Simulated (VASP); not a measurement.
The system is WSe2.

```
W Se
1.0
     3.27902    0.00000    0.00000
    -1.63951    2.83971    0.00000
     0.00000    0.00000   12.78293
W Se
2 4
Cartesian
  1.6395 0.9466 9.5872
  0.0000 1.8931 3.1957
  0.0000 1.8931 11.2715
  1.6395 0.9466 4.8800
  0.0000 1.8931 7.9029
  1.6395 0.9466 1.5115
```

| Quantity | Value |
| --- | --- |
| Program | VASP 6.6.1 |
| Task | relaxation of cell and atoms |
| Functional | r2SCAN |
| Dispersion | rVV10 |
| Potentials or basis | VASP PAW PBE potentials, release 64 (W_sv, Se) |
| Cutoff | 600 eV |
| k mesh | 12 × 12 × 2 |
| Occupations | fermi-dirac, width 0.02 eV |
| Spin | no spin polarisation |

At the start: pressure 1.3 GPa; volume 19.84 Å³/atom.

Question: How do energy, volume and symmetry change on relaxing?

Answer: Over 11 steps the energy falls by 7.3 meV/atom and the volume is 20.77 Å³/atom (+4.7 %); space group P6_3/mmc (No. 194, to 0.1 Å) before and after.

The path:
```tsv
step	energy change (eV)	largest force (eV/Å)	pressure (GPa)	volume (Å³)
1	0.0000	0.2437	1.33	119.03
2	-0.0174	0.2968	-1.01	121.89
3	-0.0178	0.2897	-0.69	121.48
4	-0.0221	0.1252	1.03	121.52
5	-0.0248	0.0361	0.36	121.50
6	-0.0333	0.0231	0.27	122.24
7	-0.0435	0.0068	0.13	124.12
8	-0.0438	0.0110	0.12	124.48
9	-0.0438	0.0117	0.11	124.56
10	-0.0434	0.0528	-0.38	124.91
11	-0.0438	0.0017	0.02	124.63
```

Final structure:
```
W Se
1.0
     3.30525    0.00000    0.00000
    -1.65262    2.86243    0.00000
     0.00000    0.00000   13.17302
W Se
2 4
Direct
  0.66667 0.33333 0.75000
  0.33333 0.66667 0.25000
  0.33333 0.66667 0.87661
  0.66667 0.33333 0.37661
  0.33333 0.66667 0.62339
  0.66667 0.33333 0.12339
```

Caveat: the PAW data sets were made with another functional, which shifts forces and pressure a little.
